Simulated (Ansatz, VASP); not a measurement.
## MnCl3 in VASP and in Ansatz

```
CELL_PARAMETERS angstrom
0.00000 3.40931 3.40931
3.40931 0.00000 3.40931
3.40931 3.40931 0.00000
ATOMIC_POSITIONS crystal
Mn 0.00000 0.00000 0.00000
Cl 0.25000 0.25000 0.25000
Cl 0.75000 0.75000 0.75000
Cl 0.50000 0.50000 0.50000
```

Change from the starting cell: species swapped into the Na3In type (Fm-3m, No. 225).

Alike in both runs: functional PBE; k mesh 4 × 4 × 4; occupations gaussian, width 0.1 eV; collinear spin.

Ansatz relaxed the structure, and its values are those at the end. VASP's run is a single point on that final structure, the one shown.

```csv
,VASP,Ansatz
version,VASP 6.6.1,Ansatz 0.2.0
potentials or method,"VASP PAW PBE potentials, release 64 (Mn_pv, Cl), cutoff 520 eV","scalar-relativistic, plane waves, PAW"
valence electrons in the cell,34,36
```

```csv
,VASP,Ansatz,Ansatz less VASP
gap on the k mesh at the Fermi level (eV),none,none,-
pressure (GPa),-0.1,0.0,+0.10
net moment per atom (μB),1.00,1.00,0.000
size of the moment on the site where the two differ most (μB),4.48,4.58,+0.099
```

Site moments also hang on the region over which each program counts them. A gap of «none» marks a metal or a gap that the smearing closes. VASP's potentials hold 34 valence electrons a cell and Ansatz's 36, so a difference there can come from the potentials and not from the codes.

The k mesh is coarse, so the values compare programs but aren't converged.
